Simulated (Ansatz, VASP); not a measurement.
One calculation of Ga2O3, two programs

```
Ga O
1.0
     2.49224    1.43889    4.47986
    -2.49224    1.43889    4.47986
     0.00000   -2.87779    4.47986
Ga O
4 6
Cartesian
  0.0000 0.0000 11.4966
  0.0000 0.0000 8.6628
  0.0000 0.0000 1.9430
  0.0000 0.0000 4.7768
  -0.9788 -1.4389 5.5998
  1.7355 -0.1283 5.5998
  -0.7567 1.5672 5.5998
  0.9788 1.4389 7.8398
  -1.7355 0.1283 7.8398
  0.7567 -1.5672 7.8398
```

Alike in both runs: functional r2SCAN; k mesh 9 × 9 × 9; occupations gaussian, width 0.02 eV; no spin polarisation.

Ansatz relaxed the structure, and its values are those at the end. VASP's run is a single point on that final structure, the one shown.

|  | VASP | Ansatz |
| --- | --- | --- |
| version | VASP 6.6.1 | Ansatz 0.2.0 |
| potentials or method | VASP PAW PBE potentials, release 64 (Ga_d, O), cutoff 520 eV | scalar-relativistic, plane waves, PAW |
| valence electrons in the cell | 88 | 88 |

```tsv
	VASP	Ansatz	Ansatz less VASP
gap on the k mesh at the Fermi level (eV)	3.56	3.58	+0.018
least direct gap on the mesh (eV)	3.81	3.82	+0.013
pressure (GPa)	2.0	0.0	-1.97
rms of the force components (eV/Å)	0.022	0.001	-0.0209
```

VASP's potentials were made for PBE, not for r2SCAN.
